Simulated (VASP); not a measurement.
# WS2 in VASP: further runs, part 2 of 2

VASP 6.6.1. The steps go on from the part before.

### Step 3. Single point, r2SCAN

This run uses another cell than the first one, of the same volume but with other edges.

File POSCAR:

```
WS2
1.0
    3.0816203216      0.0000000000      0.0000000000
   -1.5408101608      2.6687614833      0.0000000000
    0.0000000000      0.0000000000     18.0627464146
W S
1 2
Direct
    0.3333333333      0.6666666667      0.0000000000
    0.6666666667      0.3333333333      0.9080224901
    0.6666666667      0.3333333333      0.0919775099
```

File INCAR.step1:

```
SYSTEM = WS2
PREC = Accurate
ENCUT = 520
ISMEAR = 0
SIGMA = 0.05
LREAL = .False.
LASPH = .True.
NELM = 80
NBANDS = 20
GGA = PE
ALGO = Normal
EDIFF = 1E-4
LWAVE = .True.
LCHARG = .False.
```

File INCAR.step2:

```
SYSTEM = WS2
PREC = Accurate
ENCUT = 520
EDIFF = 1E-7
ISMEAR = 0
SIGMA = 0.05
LREAL = .False.
LASPH = .True.
NELM = 80
ALGO = Normal
ISIF = 2
LWAVE = .False.
LCHARG = .True.
METAGGA = R2SCAN
LMIXTAU = .True.
LELF = .True.
LVHAR = .True.
NBANDS = 20
ISTART = 1
```

File KPOINTS:

```
regular mesh
0
Gamma
  12 12 2
  0 0 0
```

Potentials or basis: VASP PAW PBE potentials, release 64 (W_sv, S).

Launch:

```bash
> cat potpaw_PBE.64/W_sv/POTCAR potpaw_PBE.64/S/POTCAR > POTCAR
> cp INCAR.step1 INCAR
> mpirun -np 1 vasp_std > vasp.out
> cp INCAR.step2 INCAR
> mpirun -np 1 vasp_std > vasp.out
```

OUTCAR:

```text
SYSTEM = WS2
   PREC = Accurate
   ENCUT = 520
   EDIFF = 1E-7
   ISMEAR = 0
   LREAL = .False.
   LASPH = .True.
   NELM = 80
   ISIF = 2
   METAGGA = R2SCAN
   ISTART = 1

 ion  position               nearest neighbor table
   1  0.333  0.667  0.000-   2 2.43   3 2.43   2 2.43   3 2.43   2 2.43   3 2.43
   2  0.667  0.333  0.908-   1 2.43   1 2.43   1 2.43
   3  0.667  0.333  0.092-   1 2.43   1 2.43   1 2.43

  LATTYP: Found a hexagonal cell.
 ALAT       =     3.0816203216
 C/A-ratio  =     5.8614444771

  Lattice vectors:

 A1 = (   3.0816203216,   0.0000000000,   0.0000000000)
 A2 = (  -1.5408101608,   2.6687614833,   0.0000000000)
 A3 = (   0.0000000000,   0.0000000000,  18.0627464146)

Analysis of symmetry for initial positions (statically):
=====================================================================
 Subroutine PRICEL returns:
 Original cell was already a primitive cell.

 Routine SETGRP: Setting up the symmetry group for a
 hexagonal supercell.

 Subroutine GETGRP returns: Found 12 space group operations
 (whereof 12 operations were pure point group operations)
[... 161 lines left out ...]
  ext. energy  EPLUGINS =         0.00000000
  ---------------------------------------------------
  free energy    TOTEN  =       -69.83899387 eV

  energy without entropy =      -69.83899387  energy(sigma->0) =      -69.83899387

 E-fermi :  -0.8822     XC(G=0):  -4.5312

 val. band max:       -1.2686750317   @ k =   0.3333   0.3333   0.0000
 cond. band min:       0.5210377767   @ k =   0.1667   0.1667   0.5000
 fundamental gap:      1.7897128084
 Fermi energy:        -0.8822337064

 k-point     1 :       0.0000    0.0000    0.0000
  band No.  band energies     occupation
      1     -77.2005      2.00000
      2     -40.8334      2.00000
      3     -40.5430      2.00000
      4     -40.5430      2.00000
      5     -16.8321      2.00000
      6     -15.3828      2.00000
[... 541 lines left out ...]
     19       6.4378      0.00000
     20       6.7218      0.00000

 [... further k-points ...]
[... 5 lines left out ...]
  --------------------------------------------------------------------------------------
  -------------------------------------------------------------------------------------
  Total        2.1141781      2.1141781     -4.3159930     -0.0000000      0.0000000      0.0000000
  in kB       22.8023430     22.8023430    -46.5498878     -0.0000000      0.0000000      0.0000000
  external PRESSURE =      -0.3150672 kB  Pullay stress =       0.0000000 kB

 VOLUME and BASIS-vectors are now :
 -----------------------------------------------------------------------------
  energy-cutoff  :      520.00
  volume of cell :      148.55
      direct lattice vectors                 reciprocal lattice vectors
     3.081620322  0.000000000  0.000000000     0.324504610  0.187352824  0.000000000
    -1.540810161  2.668761483  0.000000000     0.000000000  0.374705648  0.000000000
     0.000000000  0.000000000 18.062746415     0.000000000  0.000000000  0.055362567

 POSITION                                       TOTAL-FORCE (eV/Angst)
 -----------------------------------------------------------------------------------
     -0.00000      1.77917      0.00000        -0.000000     -0.000000      0.000000
      1.54081      0.88959     16.40138         0.000000      0.000000      1.289661
      1.54081      0.88959      1.66137         0.000000      0.000000     -1.289661
 -----------------------------------------------------------------------------------
    total drift:                                0.000000     -0.000000     -0.000000

  FREE ENERGIE OF THE ION-ELECTRON SYSTEM (eV)
  ---------------------------------------------------
  free  energy   TOTEN  =       -69.8389938695 eV

  energy  without entropy=      -69.8389938695  energy(sigma->0) =      -69.83899387
```

OSZICAR.step1:

```text
N       E                     dE             d eps       ncg     rms          rms(c)
DAV:   1     0.177106027172E+03    0.17711E+03   -0.13790E+04  1824   0.108E+03
DAV:   2    -0.111310055771E+02   -0.18824E+03   -0.18303E+03  1996   0.256E+02
DAV:   3    -0.245818638331E+02   -0.13451E+02   -0.13352E+02  2020   0.665E+01
DAV:   4    -0.248368575727E+02   -0.25499E+00   -0.25454E+00  2032   0.100E+01
DAV:   5    -0.248428273768E+02   -0.59698E-02   -0.59692E-02  2024   0.158E+00    0.264E+01
DAV:   6    -0.237566260224E+02    0.10862E+01   -0.67323E+00  1716   0.168E+01    0.109E+01
DAV:   7    -0.236476279803E+02    0.10900E+00   -0.27356E+00  1692   0.862E+00    0.502E+00
DAV:   8    -0.235125037617E+02    0.13512E+00   -0.71843E-01  1824   0.520E+00    0.126E+00
DAV:   9    -0.235120638799E+02    0.43988E-03   -0.33292E-02  1952   0.110E+00    0.837E-01
DAV:  10    -0.235094603544E+02    0.26035E-02   -0.12012E-02  1832   0.759E-01    0.719E-02
DAV:  11    -0.235092711723E+02    0.18918E-03   -0.90193E-04  1948   0.205E-01    0.953E-02
DAV:  12    -0.235092179831E+02    0.53189E-04   -0.76433E-05  1328   0.510E-02
   1 F= -.23509218E+02 E0= -.23509218E+02  d E =-.747402E-30
```

It took 7.5 min on 1 thread of Intel Xeon Platinum 8259CL at 2.50GHz (Skylake/Cascade Lake), shared host; peak memory 0.36 GiB.

What came out:

- Free energy: -69.8390 eV
- Largest force: 1.290 eV/Å
- Band gap on the k mesh: 1.79 eV (least direct gap 2.59 eV)

Forces in eV/Å, atoms in the order of the input:
```
W    0.000  0.000  0.000
S    0.000  0.000  1.290
S    0.000  0.000 -1.290
```

Caveat: there is no dipole correction, which matters where the two faces differ; the PAW data sets were made with another functional, which shifts forces and pressure a little; spin-orbit coupling is left out, which moves the levels of the heavy elements.

### Step 4. Single point, r2SCAN

This run uses another cell than the first one, of the same volume but with other edges.

File POSCAR:

```
WS2
1.0
    3.2246774461      0.0000000000      0.0000000000
   -1.6123387231      2.7926525873      0.0000000000
    0.0000000000      0.0000000000     16.4956519043
W S
1 2
Direct
    0.3333333333      0.6666666667      0.0000000000
    0.6666666667      0.3333333333      0.9080224901
    0.6666666667      0.3333333333      0.0919775099
```

File INCAR.step1:

```
PREC = Accurate ; ENCUT = 520
ISMEAR = 0 ; SIGMA = 0.05
LREAL = False ; LASPH = True
NELM = 60 ; NBANDS = 20
GGA = PE ; ALGO = Normal
EDIFF = 1E-4 ; LWAVE = True
LCHARG = False
```

File INCAR.step2:

```
PREC = Accurate ; ENCUT = 520
EDIFF = 1E-7 ; ISMEAR = 0
SIGMA = 0.05 ; LREAL = False
LASPH = True ; NELM = 60
ALGO = Normal ; ISIF = 2
LWAVE = False ; LCHARG = True
METAGGA = R2SCAN ; LMIXTAU = True
LELF = True ; LVHAR = True
NBANDS = 20 ; ISTART = 1
```

File KPOINTS:

```
Automatic mesh
0
Gamma
  12 12 2
```

Launch:

```bash
> cat potpaw_PBE.64/W_sv/POTCAR potpaw_PBE.64/S/POTCAR > POTCAR
> cp INCAR.step1 INCAR
> mpirun -np 1 vasp_std > vasp.out
> cp INCAR.step2 INCAR
> mpirun -np 1 vasp_std > vasp.out
```

Wall time 6.8 min (1 thread of Intel Xeon Platinum 8259CL at 2.50GHz (Skylake/Cascade Lake), shared host); peak memory 0.35 GiB.

The run converged. Its results:

```yaml
Free_energy: -70.0067 eV
Largest_force: 0.608 eV/Å
Band_gap_on_the_k_mesh: 1.34 eV (least direct gap 1.68 eV)
```

Forces on the atoms (eV/Å):
```
W    0.000  0.000  0.000
S    0.000  0.000 -0.608
S    0.000  0.000  0.608
```

Levels at points of the mesh, in eV from the valence-band top:
```csv
k point,band 10,band 11,band 12,band 13,band 14,band 15,band 16,band 17
"(0.00, 0.00, 0.00)",-2.28,-2.28,-2.24,0.00,2.71,2.71,3.01,3.01
"(0.50, 0.00, 0.00)",-4.06,-2.32,-1.92,-1.20,2.51,3.01,4.18,4.81
"(0.00, 0.00, 0.50)",-2.28,-2.28,-2.24,0.00,2.71,2.71,3.01,3.01
"(0.50, 0.00, 0.50)",-4.06,-2.32,-1.92,-1.20,2.51,3.01,4.18,4.81
```

Caveat: there is no dipole correction, which matters where the two faces differ; the PAW data sets were made with another functional, which shifts forces and pressure a little; spin-orbit coupling is left out, which moves the levels of the heavy elements.

### Step 5. Single point, r2SCAN

This run uses another cell than the first one, of the same volume but with other edges.

File POSCAR:

```
WS2
1.0
    3.1297784177      0.0000000000      0.0000000000
   -1.5648892088      2.7104676179      0.0000000000
    0.0000000000      0.0000000000     17.5111577655
W S
1 2
Direct
    0.3333333333      0.6666666667      0.0000000000
    0.6666666667      0.3333333333      0.9080224901
    0.6666666667      0.3333333333      0.0919775099
```

File INCAR.step1:

```
SYSTEM = WS2
PREC = Accurate ; ENCUT = 520
ISMEAR = 0 ; SIGMA = 0.05
LREAL = .FALSE. ; LASPH = .TRUE.
NELM = 100 ; NBANDS = 20
GGA = PE ; ALGO = Normal
EDIFF = 1E-4 ; LWAVE = .TRUE.
LCHARG = .FALSE.
```

File INCAR.step2:

```
SYSTEM = WS2
PREC = Accurate ; ENCUT = 520
EDIFF = 1E-6 ; ISMEAR = 0
SIGMA = 0.05 ; LREAL = .FALSE.
LASPH = .TRUE. ; NELM = 100
ALGO = Normal ; ISIF = 2
LWAVE = .FALSE. ; LCHARG = .FALSE.
METAGGA = R2SCAN ; LMIXTAU = .TRUE.
NBANDS = 20 ; ISTART = 1
```

File KPOINTS:

```
Automatic mesh
0
G
  12 12 2
  0 0 0
```

Launch:

```bash
> cat potpaw_PBE.64/W_sv/POTCAR potpaw_PBE.64/S/POTCAR > POTCAR
> cp INCAR.step1 INCAR
> mpirun -np 1 vasp_std > vasp.out
> cp INCAR.step2 INCAR
> mpirun -np 1 vasp_std > vasp.out
```

Wall time 8.7 min (1 thread of Intel Xeon Platinum 8259CL at 2.50GHz (Skylake/Cascade Lake), shared host); peak memory 0.36 GiB.

The run converged. Its results:

```
Free energy            : -69.9883 eV
Largest force          : 0.659 eV/Å
Band gap on the k mesh : 2.01 eV (least direct gap 2.26 eV)
```

Forces on the atoms (eV/Å):
```
W    0.000  0.000  0.000
S    0.000  0.000  0.659
S    0.000  0.000 -0.659
```

Levels at points of the mesh, in eV from the valence-band top:
```tsv
k point	band 9	band 10	band 11	band 12	band 13	band 14	band 15	band 16	band 17	band 18
(0.00, 0.00, 0.00)	-2.75	-2.53	-1.48	-1.48	-0.36	3.18	3.18	3.18	3.18	5.58
(0.50, 0.00, 0.00)	-4.67	-3.44	-2.52	-1.18	-1.06	3.27	3.55	4.33	4.90	5.69
(0.00, 0.00, 0.50)	-2.75	-2.53	-1.48	-1.48	-0.36	3.18	3.18	3.18	3.18	5.71
(0.50, 0.00, 0.50)	-4.67	-3.44	-2.52	-1.18	-1.06	3.27	3.55	4.33	4.90	5.69
```

Caveat: there is no dipole correction, which matters where the two faces differ; the PAW data sets were made with another functional, which shifts forces and pressure a little; spin-orbit coupling is left out, which moves the levels of the heavy elements.

### Step 6. Summary

| cell | gap on the mesh (eV) | largest force (eV/Å) |
| --- | --- | --- |
| a = 3.271, b = 3.271, c = 16.034 Å, angles 90.0, 90.0, 120.0°, 3 atoms | 0.79 | 1.23 |
| a = 3.082, b = 3.082, c = 18.063 Å, angles 90.0, 90.0, 120.0°, 3 atoms | 1.79 | 1.29 |
| a = 3.225, b = 3.225, c = 16.496 Å, angles 90.0, 90.0, 120.0°, 3 atoms | 1.34 | 0.61 |
| a = 3.130, b = 3.130, c = 17.511 Å, angles 90.0, 90.0, 120.0°, 3 atoms | 2.01 | 0.66 |

Alike in all rows: task single point; level r2SCAN; potentials or basis VASP PAW PBE potentials, release 64 (W_sv, S); no spin polarisation; k mesh 12 × 12 × 2; cutoff (eV) 520; smearing gaussian 0.05 eV.

Caveats: there is no dipole correction, which matters where the two faces differ; the PAW data sets were made with another functional, which shifts forces and pressure a little; spin-orbit coupling is left out, which moves the levels of the heavy elements.

Total energies depend on the potentials used, so only differences within one code and one set of settings carry meaning.
